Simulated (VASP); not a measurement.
Write the native input for VASP 6.6.1 that does the following.

```yaml
Task: single point
Functional: LDA
Potentials_or_basis: VASP PAW LDA potentials, release 64 (Si)
Cutoff: 520 eV
k_mesh: 18 × 18 × 18
Occupations: fermi-dirac, width 0.08 eV
Spin: no spin polarisation
Dipole_correction: no
Further_INCAR_settings: ALGO = Normal; EDIFF = 1e-06; NBANDS = 8
```

The structure of Si lies in POSCAR:

```
Si
1.0
    0.0000000000      1.7748320761      1.7748320761
    1.7748320761      0.0000000000      1.7748320761
    1.7748320761      1.7748320761      0.0000000000
Si
1
Direct
    0.0000000000      0.0000000000      0.0000000000
```

This cell differs from its parent crystal: volume scaled by 0.8.

One way to write it, as run:

INCAR

```
SYSTEM = Si
ALGO = Normal
EDIFF = 1E-6
ENCUT = 520
ISIF = 2
ISMEAR = -1
LASPH = .TRUE.
LCHARG = .TRUE.
LELF = .TRUE.
LREAL = .FALSE.
LVHAR = .TRUE.
LWAVE = .FALSE.
NBANDS = 8
NELM = 100
PREC = Accurate
SIGMA = 0.08
```

KPOINTS

```
k-points
0
G
  18 18 18
  0 0 0
```

Potentials or basis: VASP PAW LDA potentials, release 64 (Si).

Command:

```bash
$ cat potpaw_LDA.64/Si/POTCAR > POTCAR
$ mpirun -np 1 vasp_std > vasp.out
```

Results of the run:

```json
{"Pressure": "31.2 GPa", "Band gap on the k mesh": "zero (band 2 reaches 26.87 eV, above the bottom of band 3 at 10.56 eV)"}
```

It took 29 s on 1 thread of AMD EPYC 9R45 (shared host), peak memory 0.09 GiB.
